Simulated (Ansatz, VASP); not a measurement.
# Ca3SbP: VASP beside Ansatz

INCAR

```
SYSTEM = Ca3SbP
  PREC = Accurate
  ENCUT = 520
  EDIFF = 1E-6
  ISMEAR = 0
  SIGMA = 0.05
  LREAL = .FALSE.
  LASPH = .TRUE.
  NELM = 80
  ALGO = Normal
  ISIF = 2
  LWAVE = .FALSE.
  LCHARG = .FALSE.
  GGA = CA
  NBANDS = 28
```

Contents of KPOINTS:

```
regular mesh
0
G
  6 6 6
  0 0 0
```

Contents of POSCAR:

```
Ca3SbP
1.0
    5.3829083819      0.0000000000      0.0000000000
    0.0000000000      5.3829083819      0.0000000000
    0.0000000000      0.0000000000      5.3829083819
Ca Sb P
3 1 1
Direct
   -0.0028706930      0.5000000000      0.5000000000
    0.4885749495      0.0000000000      0.5000000000
    0.4885749495      0.5000000000      0.0000000000
    0.0087763672      0.0000000000      0.0000000000
    0.4987805006      0.5000000000      0.5000000000
```

Input for Ansatz:

```yaml
crystal:
  lattice:
    - [5.3829083819, 0.0, 0.0]
    - [0.0, 5.3829083819, 0.0]
    - [0.0, 0.0, 5.3829083819]
  atoms:
    - { symbol: Ca, position: [-0.002870693, 0.5, 0.5] }
    - { symbol: Ca, position: [0.4885749495, 0.0, 0.5] }
    - { symbol: Ca, position: [0.4885749495, 0.5, 0.0] }
    - { symbol: Sb, position: [0.0087763672, 0.0, 0.0] }
    - { symbol: P, position: [0.4987805006, 0.5, 0.5] }
basis:
  ecutwfc: 420
kpoints:
  mp_grid: { grid: [6, 6, 6] }
hamiltonian:
  xc: lda
scf:
  occupations: { method: gaussian, width: 0.05 }
output:
  forces: true
  stress: true
  eigenvalues: true
```

Change from the starting cell: mode 1 frozen in at -0.060 Å, equal normal strain along x, y and z +0.0250.

Alike in both runs: task single point; functional LDA; k mesh 6 × 6 × 6; occupations gaussian, width 0.05 eV; no spin polarisation.

```csv
,VASP,Ansatz
version,VASP 6.6.1,Ansatz 0.2.0
potentials or method,"VASP PAW LDA potentials, release 64 (Ca_sv, Sb, P), cutoff 520 eV","scalar-relativistic, plane waves, PAW"
valence electrons in the cell,40,50
```

VASP gave:

* gap on the k mesh at the Fermi level (eV): 0.54
* least direct gap on the mesh (eV): 0.54
* pressure (GPa): -2.7
* traceless stress, the component that is largest in VASP (GPa): 0.05
* rms of the force components (eV/Å): 0.017

Question: Estimate Ansatz's values.

Answer: gap on the k mesh at the Fermi level (eV): 0.53; least direct gap on the mesh (eV): 0.53; pressure (GPa): -2.8; traceless stress, the component that is largest in VASP (GPa): 0.05; rms of the force components (eV/Å): 0.017.

LDA's correlation is that of Perdew and Zunger in VASP and of Perdew and Wang (1992) in Ansatz. Atom by atom the forces differ by 0.001 eV/Å (rms over components). VASP's potentials hold 40 valence electrons a cell and Ansatz's 50, so a difference there can come from the potentials and not from the codes.

Neither program's run includes spin-orbit coupling.
